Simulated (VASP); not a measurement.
CoO: single point with LDA+U

CoO:

```
Co O
1.0
     0.00000    2.13150    2.13150
     2.13150    0.00000    2.13150
     2.13150    2.13150    0.00000
Co O
1 1
Direct
  0.00000 0.00000 0.00000
  0.50000 0.50000 0.50000
```

```yaml
Program: VASP 6.6.1
Task: single point
Functional: LDA
Potentials_or_basis: VASP PAW LDA potentials, release 64 (Co, O)
Cutoff: 460 eV
k_mesh: 15 × 15 × 15
Occupations: tetrahedron, width 0.1 eV
Spin: collinear spin, ferromagnetic start
Starting_moments: "[2.0, 0.0] μB"
Hubbard_terms: Co d U = 3 eV
Tolerance_level: standard
Purpose: density of states
K_density: 12 × 12 × 12
Further_INCAR_settings: ALGO = Normal; EDIFF = 1e-06; NBANDS = 30
```

The net moment is 3.00 μB per cell, the site moments are Co +2.69; O +0.28 μB and the valence electrons inside the program's atomic spheres are Co 7.83; O 4.96. The density of states at the Fermi level is 1.83 states/eV/atom.

Levels at points of the mesh, in eV from the Fermi level:
Spin up:
```csv
k point,band 6,band 7,band 8,band 9,band 10,band 11,band 12,band 13
"(0.00, 0.00, 0.00)",-4.05,-2.58,-2.58,-2.58,1.46,17.10,17.54,17.54
```
Spin down:
| k point | band 2 | band 3 | band 4 | band 5 | band 6 | band 7 | band 8 | band 9 | band 10 | band 11 |
| --- | --- | --- | --- | --- | --- | --- | --- | --- | --- | --- |
| (0.00, 0.00, 0.00) | -2.04 | -2.04 | -2.04 | -1.13 | -1.13 | -1.13 | 0.99 | 0.99 | 1.99 | 17.17 |

Run time: 61 s on 2 MPI ranks on Intel(R) Xeon(R) Platinum 8259CL CPU @ 2.50GHz (Skylake/Cascade Lake), on a shared host, peak memory 0.18 GiB a rank.

Caveat: a cell with one magnetic atom can't hold antiferromagnetic order, which such compounds often take. The state reached can hang on the start; a lower one may exist.
